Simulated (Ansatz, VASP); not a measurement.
# Two plane-wave programs on LiTaH4

File INCAR:

```
PREC = Accurate
ENCUT = 600
EDIFF = 1E-6
ISMEAR = 0
SIGMA = 0.1
LREAL = F
LASPH = T
NELM = 80
ALGO = Normal
ISIF = 3
LWAVE = F
LCHARG = F
GGA = PE
IBRION = 2
NSW = 90
EDIFFG = -0.04
```

Contents of KPOINTS:

```
Automatic mesh
0
Gamma
  6 6 4
```

POSCAR

```
LiTaH4
1.0
    3.5285061029      0.0000000000      0.0000000000
    0.0000000000      3.5285061029      0.0000000000
    0.0000000000      0.0000000000      5.7085064449
Li Ta H
1 1 4
Direct
    0.5000000000      0.5000000000      0.5000000000
    0.0000000000      0.0000000000      0.0000000000
    0.0000000000      0.0000000000      0.6706860559
    0.5000000000      0.0000000000      0.0000000000
    0.0000000000      0.5000000000      0.0000000000
    0.0000000000      0.0000000000      0.3293139441
```

Input for Ansatz:

```yaml
crystal:
  lattice:
    - [3.5285061029, 0.0, 0.0]
    - [0.0, 3.5285061029, 0.0]
    - [0.0, 0.0, 5.7085064449]
  atoms:
    - { symbol: Li, position: [0.5, 0.5, 0.5] }
    - { symbol: Ta, position: [0.0, 0.0, 0.0] }
    - { symbol: H, position: [0.0, 0.0, 0.6706860559] }
    - { symbol: H, position: [0.5, 0.0, 0.0] }
    - { symbol: H, position: [0.0, 0.5, 0.0] }
    - { symbol: H, position: [0.0, 0.0, 0.3293139441] }
basis:
  ecutwfc: 420
kpoints:
  mp_grid: { grid: [6, 6, 4] }
hamiltonian:
  xc: pbe
scf:
  occupations: { method: gaussian, width: 0.1 }
  lower_state_search: "off"
output:
  forces: true
  stress: true
  eigenvalues: true
relax:
  adjacent_minimum: "off"
  f_tol: 0.04
  max_steps: 70
  cell: { stress_tol: 0.4 }
```

Alike in both runs: task relaxation of cell and atoms; functional PBE; k mesh 6 × 6 × 4; occupations gaussian, width 0.1 eV; no spin polarisation.

|  | VASP | Ansatz |
| --- | --- | --- |
| version | VASP 6.6.1 | Ansatz 0.2.0 |
| potentials or method | VASP PAW PBE potentials, release 64 (Li_sv, Ta_pv, H), cutoff 600 eV | scalar-relativistic, plane waves, PAW |
| valence electrons in the cell | 18 | 20 |

|  | VASP | Ansatz | Ansatz less VASP |
| --- | --- | --- | --- |
| gap on the k mesh at the Fermi level, each at its own relaxed structure (eV) | none | none | - |
| relaxed volume (Å³/atom) | 11.69 | 11.60 | -0.090 |
| relaxed cell length with the largest relative difference (Å) | 5.683 | 5.638 | -0.0443 |

A gap of «none» marks a metal or a gap that the smearing closes. VASP's potentials hold 18 valence electrons a cell and Ansatz's 20, so a difference there can come from the potentials and not from the codes.

Spin-orbit coupling is off throughout. Noted on VASP's run: the cutoff is short for stress, so the pressure is rough.
